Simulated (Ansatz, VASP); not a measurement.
One calculation of Pd, two programs

INCAR

```
PREC = Accurate ; ENCUT = 520
EDIFF = 1E-6 ; ISMEAR = 0
SIGMA = 0.15 ; LREAL = False
LASPH = True ; NELM = 100
ALGO = Fast ; ISIF = 2
LWAVE = False ; LCHARG = False
GGA = PE ; NBANDS = 11
```

KPOINTS

```
regular mesh
0
Gamma
  20 20 20
```

File POSCAR:

```
Pd
1.0
    0.0000000000      1.8671040000      1.8671040000
    1.8671040000      0.0000000000      1.8671040000
    1.8671040000      1.8671040000      0.0000000000
Pd
1
Direct
    0.0000000000      0.0000000000      0.0000000000
```

Input for Ansatz:

```yaml
crystal:
  lattice:
    - [0.0, 1.867104, 1.867104]
    - [1.867104, 0.0, 1.867104]
    - [1.867104, 1.867104, 0.0]
  atoms:
    - { symbol: Pd, position: [0.0, 0.0, 0.0] }
basis:
  ecutwfc: 420
kpoints:
  mp_grid: { grid: [20, 20, 20] }
hamiltonian:
  xc: pbe
scf:
  occupations: { method: gaussian, width: 0.15 }
output:
  forces: true
  stress: true
  eigenvalues: true
```

Change from the starting cell: strain -0.040 along x and y, -0.040 along z, atoms carried along.

Alike in both runs: task single point; functional PBE; k mesh 20 × 20 × 20; occupations gaussian, width 0.15 eV; no spin polarisation.

|  | VASP | Ansatz |
| --- | --- | --- |
| version | VASP 6.6.1 | Ansatz 0.2.0 |
| potentials or method | VASP PAW PBE potentials, release 64 (Pd), cutoff 520 eV | scalar-relativistic, plane waves, PAW |
| valence electrons in the cell | 10 | 18 |

Ansatz gave:

| Item | Value |
| --- | --- |
| gap on the k mesh at the Fermi level (eV) | none |
| pressure (GPa) | 42.8 |

Task: Which values does VASP return?

Result: gap on the k mesh at the Fermi level (eV): none; pressure (GPa): 42.2.

A gap of «none» marks a metal or a gap that the smearing closes. Both programs put the cell under a high pressure, so it lies far from rest at this level. The functional is the same, so the differences come from potentials, cutoffs and numerics. VASP's potentials hold 10 valence electrons a cell and Ansatz's 18, so a difference there can come from the potentials and not from the codes.
